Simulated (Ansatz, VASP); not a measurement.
# Ni: VASP beside Ansatz

Contents of POSCAR:

```
Ni
1.0
    0.0000000000      1.7375729330      1.7375729330
    1.7375729330      0.0000000000      1.7375729330
    1.7375729330      1.7375729330      0.0000000000
Ni
1
Direct
    0.0000000000      0.0000000000      0.0000000000
```

Contents of INCAR.step1:

```
ALGO = Normal
EDIFF = 1E-5
ENCUT = 520
GGA = PE
ISIF = 2
ISMEAR = -1
ISPIN = 2
LASPH = True
LCHARG = False
LMAXMIX = 4
LORBIT = 11
LREAL = False
LWAVE = True
MAGMOM = 1
NBANDS = 15
NELM = 150
PREC = Accurate
SIGMA = 0.05
```

The input INCAR.step2:

```
ALGO = Normal
EDIFF = 1E-6
ENCUT = 520
GGA = PE
HFSCREEN = 0.2079
ISIF = 2
ISMEAR = -1
ISPIN = 2
ISTART = 1
LASPH = True
LCHARG = False
LHFCALC = True
LMAXMIX = 4
LORBIT = 11
LREAL = False
LWAVE = False
MAGMOM = 1
NBANDS = 15
NELM = 150
PREC = Accurate
PRECFOCK = Normal
SIGMA = 0.05
```

Contents of KPOINTS:

```
k-points
0
Gamma
  8 8 8
```

input

```
crystal:
  lattice:
    - [0.0, 1.737572933, 1.737572933]
    - [1.737572933, 0.0, 1.737572933]
    - [1.737572933, 1.737572933, 0.0]
  atoms:
    - { symbol: Ni, position: [0.0, 0.0, 0.0], spin: 1.0 }
hamiltonian:
  xc: hse06
  pseudopotentials: { kind: paw }
magnetization:
  spin_polarized: true
kpoints:
  mp_grid: { grid: [8, 8, 8] }
scf:
  occupations: { method: fermi_dirac, width: 0.05 }
output:
  forces: true
  stress: true
  eigenvalues: true
  write_density: true
  write_potential: true
  elf: true
  volumetric_format: npy
```

Alike in both runs: task single point; functional HSE06; k mesh 8 × 8 × 8; occupations fermi-dirac, width 0.05 eV; collinear spin.

```csv
,VASP,Ansatz
version,VASP 6.6.1,Ansatz 0.2.0
potentials or method,"VASP PAW PBE potentials, release 64 (Ni)",Ansatz PAW
plane-wave cutoff (eV),520,420
valence electrons in the cell,10,18
```

```csv
,VASP,Ansatz,Ansatz less VASP
gap on the k mesh at the Fermi level (eV),none,none,-
pressure (GPa),4.1,3.7,-0.41
net moment per atom (μB),0.70,0.70,+0.003
size of the moment on the site where the two differ most (μB),0.73,0.83,+0.098
```

Site moments also hang on the region over which each program counts them. A gap of «none» marks a metal or a gap that the smearing closes. VASP's potentials hold 10 valence electrons a cell and Ansatz's 18, so a difference there can come from the potentials and not from the codes.

The k mesh is coarse, so the values compare programs but aren't converged. Noted on Ansatz's run: the magnetic or orbital state may not be the lowest.
